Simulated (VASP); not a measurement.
# Ga2PI3 (P6/mmm) in VASP: single point with PBE

Aim: the single point of Ga2PI3 with PBE.

Everything below comes from runs of VASP 6.6.1. Logs are shortened: lines on timing, memory, paths and dates and some standing lists are left out, and cuts for length are marked.

### Step 1. The cell of the first run

Symmetry: P6/mmm, No. 191, hexagonal system. The conventional cell has a = 8.400 Å, b = 8.400 Å, c = 3.736 Å, α = 90.00°, β = 90.00°, γ = 120.00°. Ga (site symmetry -6m2) has 6 I at 3.06 Å and 2 Ga at 3.74 Å within 4.0 Å. Within 4.9 Å of P (site symmetry 6/mmm) lie 2 P at 3.74 Å and 12 I at 4.60 Å and 6 Ga at 4.85 Å. Within 4.0 Å of I (site symmetry mmm) lie 4 Ga at 3.06 Å and 2 I at 3.74 Å.

The cell was built from a structure type or drawn by symmetry, and may not be a known phase.

### Step 2. Single point, PBE

INCAR

```
SYSTEM = Ga2PI3
PREC = Accurate ; ENCUT = 520
EDIFF = 1E-7 ; ISMEAR = 0
SIGMA = 0.1 ; LREAL = .False.
LASPH = .True. ; NELM = 80
ALGO = Normal ; ISIF = 2
LWAVE = .False. ; LCHARG = .False.
GGA = PE ; NBANDS = 35
```

KPOINTS

```
Automatic mesh
0
Gamma
  6 6 10
  0 0 0
```

POSCAR

```
Ga2PI3
1.0
    8.4004974212      0.0000000000      0.0000000000
   -4.2002487106      7.2750441712      0.0000000000
    0.0000000000      0.0000000000      3.7358776231
Ga P I
2 1 3
Direct
    0.3333333333      0.6666666667      0.0000000000
    0.6666666667      0.3333333333      0.0000000000
    0.0000000000      0.0000000000      0.0000000000
    0.5000000000      0.0000000000      0.5000000000
    0.5000000000      0.5000000000      0.5000000000
    0.0000000000      0.5000000000      0.5000000000
```

Potentials or basis: VASP PAW PBE potentials, release 64 (Ga_d, P, I).

Run with:

```bash
cat potpaw_PBE.64/Ga_d/POTCAR potpaw_PBE.64/P/POTCAR potpaw_PBE.64/I/POTCAR > POTCAR
mpirun -np 1 vasp_std > vasp.out
```

OUTCAR:

```text
SYSTEM = Ga2PI3
   PREC = Accurate
   ENCUT = 520
   EDIFF = 1E-7
   ISMEAR = 0
   LREAL = .False.
   LASPH = .True.
   NELM = 80
   ISIF = 2
   GGA = PE

 ion  position               nearest neighbor table
   1  0.333  0.667  0.000-   6 3.06   6 3.06   4 3.06   4 3.06   5 3.06   5 3.06
   2  0.667  0.333  0.000-   6 3.06   6 3.06   4 3.06   4 3.06   5 3.06   5 3.06
   3  0.000  0.000  0.000-
   4  0.500  0.000  0.500-   1 3.06   2 3.06   1 3.06   2 3.06
   5  0.500  0.500  0.500-   1 3.06   2 3.06   1 3.06   2 3.06
   6  0.000  0.500  0.500-   1 3.06   2 3.06   1 3.06   2 3.06

  LATTYP: Found a hexagonal cell.
 ALAT       =     8.4004974212
 C/A-ratio  =     0.4447210011

  Lattice vectors:

 A1 = (   8.4004974212,   0.0000000000,   0.0000000000)
 A2 = (  -4.2002487106,   7.2750441712,   0.0000000000)
 A3 = (   0.0000000000,   0.0000000000,   3.7358776231)

Analysis of symmetry for initial positions (statically):
=====================================================================
 Subroutine PRICEL returns:
 Original cell was already a primitive cell.

 Routine SETGRP: Setting up the symmetry group for a
 hexagonal supercell.

 Subroutine GETGRP returns: Found 24 space group operations
 (whereof 24 operations were pure point group operations)
 out of a pool of 24 trial point group operations.

The static configuration has the point symmetry D_6h.

Analysis of symmetry for dynamics (positions and initial velocities):
=====================================================================
 Subroutine PRICEL returns:
 Original cell was already a primitive cell.

 Routine SETGRP: Setting up the symmetry group for a
 hexagonal supercell.

 Subroutine GETGRP returns: Found 24 space group operations
 (whereof 24 operations were pure point group operations)
 out of a pool of 24 trial point group operations.

The dynamic configuration has the point symmetry D_6h.

 Subroutine INISYM returns: Found 24 space group operations
 (whereof 24 operations are pure point group operations),
 and found     1 'primitive' translations

----------------------------------------------------------------------------------------

                                     Primitive cell

  volume of cell :     228.3144

  direct lattice vectors                    reciprocal lattice vectors
[... 97 lines left out ...]
   EDIFFG = 0.1E-05   stopping-criterion for IOM
   NSW    =      0    number of steps for IOM
   IBRION =     -1    ionic relax: 0-MD 1-quasi-New 2-CG
   NFREE  =      0    steps in history (QN), initial steepest desc. (CG)
   ISIF   =      2    stress and relaxation
   ISYM   =      2    0-nonsym 1-usesym 2-fastsym
   POTIM  = 0.5000    time-step for ionic-motion
   TEBEG  =    0.0;   TEEND  =   0.0 temperature during run
   PSTRESS=    0.0 pullay stress
   NELECT =      52.0000    total number of electrons
   NUPDOWN=      -1.0000    fix difference up-down
   EMIN   =  10.00;   EMAX   =-10.00  energy-range for DOS
   EFERMI =   0.00;   METHOD = LEGACY
   ISMEAR =     0;   SIGMA  =   0.10  broadening in eV -4-tet -1-fermi 0-gaus
   EFERMI_NEDOS =   21; number of points for ismear=-14 and -15
   IALGO  =     38    algorithm
   IMIX   =      4    mixing-type and parameters
     AMIX     =   0.40;   BMIX     =  1.00
     AMIX_MAG =   1.60;   BMIX_MAG =  1.00
  volume/ion in A,a.u.               =      38.05       256.79
  Fermi-wavevector in a.u.,A,eV,Ry     =   0.999766  1.889283 13.599448  0.999531
  Thomas-Fermi vector in A             =   2.132078
   LORBIT       =      0    0 simple, 1 ext, 2 COOP (PROOUT), +10 PAW based schemes
   GGA     = PE    functional components
   LHFCALC =     F    Hartree Fock is set to
   AEXX    =    0.0000 exact exchange contribution
   IVDW    =     0    specifies the selected vdW correction
   LEPSILON=     F    determine dielectric tensor
   LRPA    =     F    only Hartree local field effects (RPA)
 non-spin polarized calculation
 Gauss-broadening in eV      SIGMA  =   0.10
  energy-cutoff  :      520.00
  volume of cell :      228.31
 maximum number of plane-waves:      6200
 NGX is ok and might be reduce to    64
   NGX = 31   NGY = 31   NGZ = 13

 number of electron      52.0000004 magnetization

 Free energy of the ion-electron system (eV)
  ---------------------------------------------------
  ext. energy  EPLUGINS =         0.00000000
  ---------------------------------------------------
  free energy    TOTEN  =       -12.83122032 eV

  energy without entropy =      -12.77477359  energy(sigma->0) =      -12.80299695

 E-fermi :   2.0435     XC(G=0):  -7.9309

 val. band max:        2.0422378146   @ k =   0.0000   0.0000   0.5000
 cond. band min:       2.0516060562   @ k =   0.0000   0.0000   0.1000
 fundamental gap:      0.0093682416
 Fermi energy:         2.0435317247

 k-point     1 :       0.0000    0.0000    0.0000
  band No.  band energies     occupation
      1     -12.4727      2.00000
      2     -12.4727      2.00000
      3     -12.4531      2.00000
      4     -12.4516      2.00000
      5     -12.4503      2.00000
      6     -12.4503      2.00000
[... 901 lines left out ...]
     34       7.5792      0.00000
     35       8.2262      0.00000

 [... further k-points ...]

------------------------ aborting loop because EDIFF is reached ----------------------------------------

  FORCE on cell =-STRESS in cart. coord.  units (eV):
  Direction    XX          YY          ZZ          XY          YZ          ZX
  --------------------------------------------------------------------------------------
  -------------------------------------------------------------------------------------
  Total       -0.0053340     -0.0053340     -0.0622574      0.0000000     -0.0000000      0.0000000
  in kB       -0.0374307     -0.0374307     -0.4368862      0.0000000     -0.0000000      0.0000000
  external PRESSURE =      -0.1705825 kB  Pullay stress =       0.0000000 kB

 VOLUME and BASIS-vectors are now :
 -----------------------------------------------------------------------------
  energy-cutoff  :      520.00
  volume of cell :      228.31
      direct lattice vectors                 reciprocal lattice vectors
     8.400497421  0.000000000  0.000000000     0.119040570  0.068728105  0.000000000
    -4.200248711  7.275044171  0.000000000     0.000000000  0.137456210  0.000000000
     0.000000000  0.000000000  3.735877623     0.000000000  0.000000000  0.267674721

 POSITION                                       TOTAL-FORCE (eV/Angst)
 -----------------------------------------------------------------------------------
     -0.00000      4.85003      0.00000         0.000000      0.000000     -0.000000
      4.20025      2.42501      0.00000        -0.000000      0.000000      0.000000
      0.00000      0.00000      0.00000        -0.000000      0.000000     -0.000000
      4.20025      0.00000      1.86794        -0.000000      0.000000     -0.000000
      2.10012      3.63752      1.86794        -0.000000      0.000000     -0.000000
     -2.10012      3.63752      1.86794        -0.000000      0.000000     -0.000000
 -----------------------------------------------------------------------------------
    total drift:                                0.000000     -0.000000      0.000000

  FREE ENERGIE OF THE ION-ELECTRON SYSTEM (eV)
  ---------------------------------------------------
  free  energy   TOTEN  =       -12.8312203152 eV

  energy  without entropy=      -12.7747735877  energy(sigma->0) =      -12.80299695
```

stdout:

```text
POSCAR found type information on POSCAR GaP I
 POSCAR found :  3 types and       6 ions
 scaLAPACK will be used
 LDA part: xc-table for (Slater+PW92), standard interpolation
 POSCAR, INCAR and KPOINTS ok, starting setup
 FFT: planning ... GRIDC
 FFT: planning ... GRID_SOFT
 FFT: planning ... GRID
 WAVECAR not read
 entering main loop
```

Wall time 15 min (1 thread of Oxide Virtual Turin-like, shared host); peak memory 0.49 GiB.

Results:

```
Free energy            : -12.8312 eV
Pressure               : 0.0 GPa
Band gap on the k mesh : zero (bands 26 and 27 overlap by 0.48 eV)
```

Caveat: spin-orbit coupling is left out, which moves the levels of the heavy elements.
